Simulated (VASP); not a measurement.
# Al (P1) in VASP: further runs

Al is run at these levels: PBEsol; tasks: single point.

Program: VASP 6.6.1. These are calculated values, not measurements. Logs are shortened: lines on timing, memory, paths and dates and some standing lists are left out, and cuts for length are marked.

## (1) The cell of the first run

The typed cell holds 4 atoms: a = 2.839 Å, b = 2.698 Å, c = 10.390 Å, α = 89.02°, β = 90.58°, γ = 126.48°.

## (2) Single point, PBEsol

File INCAR:

```
SYSTEM = Al
ALGO = Fast
EDIFF = 1E-6
ENCUT = 520
GGA = PS
ISIF = 2
ISMEAR = 0
LASPH = .TRUE.
LCHARG = .FALSE.
LREAL = .FALSE.
LWAVE = .FALSE.
NBANDS = 14
NELM = 100
PREC = Accurate
SIGMA = 0.15
```

File KPOINTS:

```
k-points
0
G
  12 12 4
  0 0 0
```

File POSCAR:

```
Al
1.0
    2.8363427619     -0.1132176851     -0.0146446169
   -1.5162207724      2.2316460100      0.0247805913
   -0.0481331500      0.0662578236     10.3893878584
Al
4
Direct
    0.0091103838      0.0060195843     -0.0006981859
    0.3296235064      0.6647680852      0.2510548297
   -0.0060706961     -0.0019501118      0.4993553844
    0.6673368058      0.3311624423      0.7502879718
```

Potentials or basis: VASP PAW PBE potentials, release 64 (Al).

The run is started by

```bash
> cat potpaw_PBE.64/Al/POTCAR > POTCAR
> mpirun -np 1 vasp_std > vasp.out
```

OUTCAR:

```text
SYSTEM = Al
   EDIFF = 1E-6
   ENCUT = 520
   GGA = PS
   ISIF = 2
   ISMEAR = 0
   LASPH = .TRUE.
   LREAL = .FALSE.
   NELM = 100
   PREC = Accurate

 ion  position               nearest neighbor table
   1  0.009  0.006  0.999-   4 2.99   2 3.00   4 3.00   4 3.05   2 3.05   2 3.06
   2  0.330  0.665  0.251-   3 2.94   3 3.00   1 3.00   1 3.05   1 3.06   3 3.09
   3  0.994  0.998  0.499-   2 2.94   4 2.97   2 3.00   4 3.03   2 3.09   4 3.10
   4  0.667  0.331  0.750-   3 2.97   1 2.99   1 3.00   3 3.03   1 3.05   3 3.10

  LATTYP: Found a triclinic cell.
 ALAT       =     2.6981073778
 B/A-ratio  =     0.9251335466
 C/A-ratio  =     3.8507402319
 COS(alpha) =     0.0070227653
 COS(beta)  =     0.0170622930
 COS(gamma) =     0.4048001877

  Lattice vectors:

 A1 = (   1.5162207724,  -2.2316460100,  -0.0247805913)
 A2 = (  -1.3201219895,  -2.1184283249,  -0.0101359744)
 A3 = (   0.0481331500,  -0.0662578236, -10.3893878584)

Analysis of symmetry for initial positions (statically):
=====================================================================
 Subroutine PRICEL returns:
 Original cell was already a primitive cell.

 Routine SETGRP: Setting up the symmetry group for a
 triclinic supercell.

 Subroutine GETGRP returns: Found  1 space group operations
 (whereof  1 operations were pure point group operations)
 out of a pool of  2 trial point group operations.

The static configuration has the point symmetry C_1 .

Analysis of symmetry for dynamics (positions and initial velocities):
=====================================================================
 Subroutine PRICEL returns:
 Original cell was already a primitive cell.

 Routine SETGRP: Setting up the symmetry group for a
 triclinic supercell.

 Subroutine GETGRP returns: Found  1 space group operations
 (whereof  1 operations were pure point group operations)
 out of a pool of  2 trial point group operations.

The dynamic configuration has the point symmetry C_1 .

 Subroutine INISYM returns: Found  1 space group operations
 (whereof  1 operations are pure point group operations),
 and found     1 'primitive' translations

----------------------------------------------------------------------------------------

                                     Primitive cell

  volume of cell :      63.9737

  direct lattice vectors                    reciprocal lattice vectors
     2.836342762 -0.113217685 -0.014644617     0.362395443  0.246216829  0.000108711
    -1.516220772  2.231646010  0.024780591     0.018371476  0.460613329 -0.002852426
    -0.048133150  0.066257824 10.389387858     0.000467004 -0.000751586  0.096259018

  length of vectors
     2.838639282  2.698107378 10.389710630     0.438124635  0.460988380  0.096263085

  position of ions in fractional coordinates (direct lattice)
     0.009110384  0.006019584  0.999301814
     0.329623506  0.664768085  0.251054830
     0.993929304  0.998049888  0.499355384
     0.667336806  0.331162442  0.750287972

  ion indices of the primitive-cell ions
   primitive index   ion index
                 1           1
                 2           2
                 3           3
                 4           4

----------------------------------------------------------------------------------------

 KPOINTS: k-points

Automatic generation of k-mesh.
 Grid dimensions read from file:
 generate k-points for:   12   12    4

 Generating k-lattice:

  Cartesian coordinates                     Fractional coordinates (reciprocal lattice)
     0.030199620  0.020518069  0.000009059     0.083333333 -0.000000000 -0.000000000
     0.001530956  0.038384444 -0.000237702     0.000000000  0.083333333  0.000000000
     0.000116751 -0.000187897  0.024064755     0.000000000  0.000000000  0.250000000

  Length of vectors
     0.036510386  0.038415698  0.024065771

  Shift w.r.t. Gamma in fractional coordinates (k-lattice)
     0.000000000  0.000000000  0.000000000

 Subroutine IBZKPT returns following result:
 ===========================================

 Found    292 irreducible k-points:

 Following reciprocal coordinates:
            Coordinates               Weight
  0.000000  0.000000  0.000000      1.000000
  0.083333  0.000000  0.000000      2.000000
  0.166667  0.000000  0.000000      2.000000
  0.250000  0.000000  0.000000      2.000000
  0.333333  0.000000  0.000000      2.000000
  0.416667  0.000000  0.000000      2.000000
[... 16 lines left out ...]
  0.250000  0.166667  0.000000      2.000000
  0.333333  0.166667  0.000000      2.000000
 [... further k-points ...]
   k-points           NKPTS =    292   k-points in BZ     NKDIM =    292   number of bands    NBANDS=     14
   number of dos      NEDOS =    301   number of ions     NIONS =      4
   total plane-waves  NPLWV =  38400
   dimension x,y,z NGX =    24 NGY =   20 NGZ =   80
   dimension x,y,z NGXF=    48 NGYF=   40 NGZF=  160
   ions per type =               4
   NGX,Y,Z   is equivalent  to a cutoff of  14.06, 12.32, 12.80 a.u.
   NGXF,Y,Z  is equivalent  to a cutoff of  28.11, 24.65, 25.60 a.u.
 SYSTEM =  Al
   PREC   = accura    normal or accurate (medium, high low for compatibility)
   ISTART =      0    job   : 0-new  1-cont  2-samecut
   ICHARG =      2    charge: 1-file 2-atom 10-const
   ISPIN  =      1    spin polarized calculation?
   LNONCOLLINEAR =      F non collinear calculations
   LSORBIT =      F    spin-orbit coupling
   LASPH  =      T    aspherical Exc in radial PAW
   ENCUT  =  520.0 eV  38.22 Ry    6.18 a.u.   5.28  5.02 19.32*2*pi/ulx,y,z
   NELM   =    100;   NELMIN=  2; NELMDL= -5     # of ELM steps
   EDIFF  = 0.1E-05   stopping-criterion for ELM
   LREAL  =      F    real-space projection
   EDIFFG = 0.1E-04   stopping-criterion for IOM
   NSW    =      0    number of steps for IOM
   IBRION =     -1    ionic relax: 0-MD 1-quasi-New 2-CG
   NFREE  =      0    steps in history (QN), initial steepest desc. (CG)
   ISIF   =      2    stress and relaxation
   ISYM   =      2    0-nonsym 1-usesym 2-fastsym
   POTIM  = 0.5000    time-step for ionic-motion
   TEBEG  =    0.0;   TEEND  =   0.0 temperature during run
   PSTRESS=    0.0 pullay stress
   NELECT =      12.0000    total number of electrons
   NUPDOWN=      -1.0000    fix difference up-down
   EMIN   =  10.00;   EMAX   =-10.00  energy-range for DOS
   EFERMI =   0.00;   METHOD = LEGACY
   ISMEAR =     0;   SIGMA  =   0.15  broadening in eV -4-tet -1-fermi 0-gaus
   EFERMI_NEDOS =   21; number of points for ismear=-14 and -15
   IALGO  =     68    algorithm
   IMIX   =      4    mixing-type and parameters
     AMIX     =   0.40;   BMIX     =  1.00
     AMIX_MAG =   1.60;   BMIX_MAG =  1.00
  volume/ion in A,a.u.               =      15.99       107.93
  Fermi-wavevector in a.u.,A,eV,Ry     =   0.937133  1.770925 11.948890  0.878219
  Thomas-Fermi vector in A             =   2.064213
   LORBIT       =      0    0 simple, 1 ext, 2 COOP (PROOUT), +10 PAW based schemes
   GGA     = PS    functional components
   LHFCALC =     F    Hartree Fock is set to
   AEXX    =    0.0000 exact exchange contribution
   IVDW    =     0    specifies the selected vdW correction
   LEPSILON=     F    determine dielectric tensor
   LRPA    =     F    only Hartree local field effects (RPA)
 non-spin polarized calculation
 RMM-DIIS sequential band-by-band and
 Gauss-broadening in eV      SIGMA  =   0.15
  energy-cutoff  :      520.00
  volume of cell :       63.97
 maximum number of plane-waves:      1748
 NGX is ok and might be reduce to    24
   NGX = 11   NGY = 11   NGZ = 39

 number of electron      12.0000000 magnetization

 Free energy of the ion-electron system (eV)
  ---------------------------------------------------
  ext. energy  EPLUGINS =         0.00000000
  ---------------------------------------------------
  free energy    TOTEN  =       -15.68331133 eV

  energy without entropy =      -15.66473734  energy(sigma->0) =      -15.67402434

 E-fermi :   8.1567     XC(G=0): -10.3468

 val. band max:        8.1526812406   @ k =   0.3333   0.3333   0.0000
 cond. band min:       8.1620062865   @ k =   0.2500   0.3333   0.5000
 fundamental gap:      0.0093250459
 Fermi energy:         8.1567206142

 k-point     1 :       0.0000    0.0000    0.0000
  band No.  band energies     occupation
      1      -3.1065      2.00000
      2      -1.7900      2.00000
      3      -1.7183      2.00000
      4       1.7692      2.00000
      5       2.7902      2.00000
      6       8.7442      0.00000
      7       8.7913      0.00000
      8      17.1486      0.00000
      9      17.3986      0.00000
     10      19.2175      0.00000
     11      19.3448      0.00000
     12      19.9097      0.00000
     13      20.2147      0.00000
     14      20.7793      0.00000

 k-point     2 :       0.0833    0.0000    0.0000
  band No.  band energies     occupation
      1      -2.9095      2.00000
      2      -1.5949      2.00000
      3      -1.5231      2.00000
      4       1.9621      2.00000
      5       2.9753      2.00000
      6       8.9209      0.00000
      7       8.9677      0.00000
      8      17.1637      0.00000
      9      17.5512      0.00000
     10      18.0235      0.00000
     11      18.6672      0.00000
     12      18.8282      0.00000
     13      19.1816      0.00000
     14      20.6379      0.00000

 k-point     3 :       0.1667    0.0000    0.0000
  band No.  band energies     occupation
      1      -2.3207      2.00000
      2      -1.0116      2.00000
      3      -0.9399      2.00000
      4       2.5358      2.00000
      5       3.5308      2.00000
      6       9.4428      0.00000
      7       9.4880      0.00000
      8      15.4346      0.00000
      9      16.1595      0.00000
     10      16.4506      0.00000
     11      17.0907      0.00000
     12      17.7489      0.00000
     13      18.0267      0.00000
     14      18.6889      0.00000

 k-point     4 :       0.2500    0.0000    0.0000
  band No.  band energies     occupation
      1      -1.3462      2.00000
      2      -0.0469      2.00000
      3       0.0249      2.00000
      4       3.4730      2.00000
      5       4.4570      2.00000
      6      10.2336      0.00000
      7      10.2829      0.00000
      8      12.3138      0.00000
      9      13.2690      0.00000
     10      13.4681      0.00000
     11      15.5390      0.00000
     12      17.2771      0.00000
     13      17.5978      0.00000
     14      17.7640      0.00000

 k-point     5 :       0.3333    0.0000    0.0000
  band No.  band energies     occupation
      1       0.0034      2.00000
      2       1.2871      2.00000
      3       1.3588      2.00000
      4       4.7219      2.00000
      5       5.7530      2.00000
      6       9.0412      0.00000
      7      10.0452      0.00000
      8      10.3219      0.00000
      9      11.7205      0.00000
     10      11.9697      0.00000
     11      13.3557      0.00000
[... 276 lines left out ...]
 k-point    22 :       0.1667    0.1667    0.0000
  band No.  band energies     occupation
      1      -0.4920      2.00000
      2       0.7868      2.00000
      3       0.8791      2.00000
      4       4.2673      2.00000
      5       5.2827      2.00000
      6      10.7982      0.00000
      7      10.9634      0.00000
      8      12.1726      0.00000
      9      13.0562      0.00000
     10      13.2567      0.00000
     11      13.9628      0.00000
     12      15.0059      0.00000
     13      15.3937      0.00000
     14      16.2863      0.00000

 k-point    23 :       0.2500    0.1667    0.0000
  band No.  band energies     occupation
      1       0.9390      2.00000
      2       2.1981      2.00000
      3       2.2896      2.00000
      4       5.5293      2.00000
      5       6.6712      2.00000
      6       8.9320      0.00000
      7       9.9930      0.00000
      8      10.1767      0.00000
      9      11.9882      0.00000
     10      12.2816      0.00000
     11      12.6332      0.00000
     12      13.6175      0.00000
     13      14.1076      0.00000
     14      14.3771      0.00000

 k-point    24 :       0.3333    0.1667    0.0000
  band No.  band energies     occupation
      1       2.7143      2.00000
      2       3.9237      2.00000
      3       4.0106      2.00000
      4       5.8749      2.00000
      5       7.1209      2.00000
      6       7.4753      2.00000
      7       8.0453      1.70647
      8       8.4802      0.00229
      9      10.5888      0.00000
     10      11.7068      0.00000
     11      11.8465      0.00000
     12      12.4148      0.00000
     13      12.9136      0.00000
     14      14.5683      0.00000

 [... further k-points ...]

------------------------ aborting loop because EDIFF is reached ----------------------------------------

  FORCE on cell =-STRESS in cart. coord.  units (eV):
  Direction    XX          YY          ZZ          XY          YZ          ZX
  --------------------------------------------------------------------------------------
  -------------------------------------------------------------------------------------
  Total        2.8113181      8.3182402     -2.3334680      3.1025662     -0.1063513      0.0446734
  in kB       70.4074787    208.3244561    -58.4400607     77.7015823     -2.6634928      1.1188133
  external PRESSURE =      73.4306247 kB  Pullay stress =       0.0000000 kB

 VOLUME and BASIS-vectors are now :
 -----------------------------------------------------------------------------
  energy-cutoff  :      520.00
  volume of cell :       63.97
      direct lattice vectors                 reciprocal lattice vectors
     2.836342762 -0.113217685 -0.014644617     0.362395443  0.246216829  0.000108711
    -1.516220772  2.231646010  0.024780591     0.018371476  0.460613329 -0.002852426
    -0.048133150  0.066257824 10.389387858     0.000467004 -0.000751586  0.096259018

 POSITION                                       TOTAL-FORCE (eV/Angst)
 -----------------------------------------------------------------------------------
     -0.03139      0.07861     10.38215        -0.006047     -0.005391      0.037763
     -0.08509      1.46284      2.61995         0.021006     -0.005554     -0.058000
      1.28182      2.14785      5.19817         0.003918     -0.004747      0.040502
      1.35457      0.71320      7.79347        -0.018878      0.015692     -0.020265
 -----------------------------------------------------------------------------------
    total drift:                               -0.000000      0.000004     -0.000003

  FREE ENERGIE OF THE ION-ELECTRON SYSTEM (eV)
  ---------------------------------------------------
  free  energy   TOTEN  =       -15.6833113348 eV

  energy  without entropy=      -15.6647373384  energy(sigma->0) =      -15.67402434
```

Run time: 82 s. Hardware: 1 thread of Intel Xeon 6975P-C (Granite Rapids), shared host; peak memory 0.32 GiB.

What came out:

| Quantity | Value |
| --- | --- |
| Free energy | -15.6833 eV |
| Pressure | 7.3 GPa |
| Largest force | 0.062 eV/Å |
| Band gap on the k mesh | zero (band 6 reaches 10.93 eV, above the bottom of band 7 at 5.91 eV) |

Forces on the atoms (eV/Å):
```
Al  -0.006 -0.005  0.038
Al   0.021 -0.006 -0.058
Al   0.004 -0.005  0.041
Al  -0.019  0.016 -0.020
```

Caveat: the PAW data sets were made with another functional, which shifts forces and pressure a little.

## (3) Single point, PBEsol (cell sheared at random, sigma 0.1, atoms nudged by 0.01 Å, then relaxed in part)

File INCAR:

```
  PREC = Accurate
  ENCUT = 520
  EDIFF = 1E-7
  ISMEAR = 0
  SIGMA = 0.15
  LREAL = F
  LASPH = T
  NELM = 80
  ALGO = Fast
  ISIF = 2
  LWAVE = F
  LCHARG = F
  GGA = PS
  NBANDS = 14
```

File KPOINTS:

```
Automatic mesh
0
Gamma
  12 12 4
```

File POSCAR:

```
Al
1.0
    2.8363427619     -0.1132176851     -0.0146446169
   -1.5162207724      2.2316460100      0.0247805913
   -0.0481331500      0.0662578236     10.3893878584
Al
4
Direct
    0.0008414040      0.0003889743      0.0000085855
    0.3425343966      0.6568561320      0.2493697278
   -0.0007580126     -0.0002624080      0.5000081488
    0.6573822119      0.3430173017      0.7506135379
```

Potentials or basis: VASP PAW PBE potentials, release 64 (Al).

The run is started by

```bash
> cat potpaw_PBE.64/Al/POTCAR > POTCAR
> mpirun -np 1 vasp_std > vasp.out
```

Wall time 97 s (1 thread of Intel Xeon 6975P-C (Granite Rapids), shared host); peak memory 0.32 GiB.

Results (log left out):

* Free energy: -15.6854 eV
* Pressure: 7.4 GPa
* Band gap on the k mesh: zero (band 6 reaches 10.94 eV, above the bottom of band 7 at 5.92 eV)

Stress tensor (GPa, compression positive):
```
 7.00  7.65  0.07
 7.65 20.84 -0.23
 0.07 -0.23 -5.75
```

Levels at points of the mesh, in eV from the Fermi level:
```
           k point  band 4  band 5  band 6  band 7  band 8  band 9
(0.00, 0.00, 0.00)   -6.39   -5.37    0.61    0.61    8.96    9.25
(0.50, 0.00, 0.00)   -3.47   -2.63   -2.48    0.29    0.78    1.20
(0.00, 0.50, 0.00)   -2.79   -1.84   -1.54    1.00    1.53    2.00
(0.50, 0.50, 0.00)   -4.16   -3.92   -3.70   -0.75   -0.38    0.12
(0.00, 0.00, 0.50)   -8.24   -2.90   -2.88    4.65    4.66   11.19
(0.50, 0.00, 0.50)   -3.97   -1.68   -1.66   -0.98   -0.98    3.54
(0.00, 0.50, 0.50)   -3.19   -1.04   -0.79   -0.29   -0.04    4.06
(0.50, 0.50, 0.50)   -4.93   -2.79   -2.55   -2.24   -1.97    2.29
```

Caveat: the cell differs from its parent crystal (cell sheared at random, sigma 0.1, atoms nudged by 0.01 Å, then relaxed in part); the PAW data sets were made with another functional, which shifts forces and pressure a little.
